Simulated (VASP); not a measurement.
Wanted: the native input for a VASP 6.6.1 run.

```yaml
Task: relaxation of the atoms
Functional: PBE
Dispersion: D3(BJ)
Potentials_or_basis: VASP PAW PBE potentials, release 64 (C)
Cutoff: 520 eV
k_mesh: 1 × 1 × 1
Occupations: fermi-dirac, width 0.02 eV
Spin: no spin polarisation
Dipole_correction: no
Further_INCAR_settings: LREAL = Auto; ALGO = Normal; EDIFF = 1e-06; IBRION = 2; EDIFFG = -0.08; NSW = 45
```

The structure of C lies in POSCAR:

```
C
1.0
    9.8640000000      0.0000000000      0.0000000000
   -4.9320000000      8.5424750000      0.0000000000
    0.0000000000      0.0000000000     12.0000000000
C
32
Direct
    0.0000000000      0.0000000000      0.0833333000
    0.1666667000      0.0833333000      0.0833333000
    0.0000000000      0.2500000000      0.0833333000
    0.1666667000      0.3333333000      0.0833333000
    0.0000000000      0.5000000000      0.0833333000
    0.1666667000      0.5833333000      0.0833333000
    0.0000000000      0.7500000000      0.0833333000
    0.1666667000      0.8333333000      0.0833333000
    0.2500000000      0.0000000000      0.0833333000
    0.4166667000      0.0833333000      0.0833333000
    0.2500000000      0.2500000000      0.0833333000
    0.4166667000      0.3333333000      0.0833333000
    0.2500000000      0.5000000000      0.0833333000
    0.4166667000      0.5833333000      0.0833333000
    0.2500000000      0.7500000000      0.0833333000
    0.4166667000      0.8333333000      0.0833333000
    0.5000000000      0.0000000000      0.0833333000
    0.6666667000      0.0833333000      0.0833333000
    0.5000000000      0.2500000000      0.0833333000
    0.6666667000      0.3333333000      0.0833333000
    0.5000000000      0.5000000000      0.0833333000
    0.6666667000      0.5833333000      0.0833333000
    0.5000000000      0.7500000000      0.0833333000
    0.6666667000      0.8333333000      0.0833333000
    0.7500000000      0.0000000000      0.0833333000
    0.9166667000      0.0833333000      0.0833333000
    0.7500000000      0.2500000000      0.0833333000
    0.9166667000      0.3333333000      0.0833333000
    0.7500000000      0.5000000000      0.0833333000
    0.9166667000      0.5833333000      0.0833333000
    0.7500000000      0.7500000000      0.0833333000
    0.9166667000      0.8333333000      0.0833333000
```

These files were run (other wordings do the same):

INCAR

```
PREC = Accurate
ENCUT = 520
EDIFF = 1E-6
ISMEAR = -1
SIGMA = 0.02
LREAL = Auto
LASPH = T
NELM = 60
ALGO = Normal
ISIF = 2
LWAVE = F
LCHARG = F
GGA = PE
IVDW = 12
IBRION = 2
NSW = 45
EDIFFG = -0.08
```

KPOINTS

```
Automatic mesh
0
Gamma
  1 1 1
```

Potentials or basis: VASP PAW PBE potentials, release 64 (C).

Launch:

```sh
$ cat potpaw_PBE.64/C/POTCAR > POTCAR
$ mpirun -np 1 vasp_gam > vasp.out
```

Results of the run:

| Item | Value |
| --- | --- |
| Dispersion energy per atom | -0.089 eV |

Caveat: the k points lie up to 0.74 Å⁻¹ apart; there is no dipole correction, which matters where the two faces differ.

Run time: 2.8 min on 1 thread of AMD EPYC 7R13 Processor (Zen 3), with other jobs on the host, peak memory 0.89 GiB.
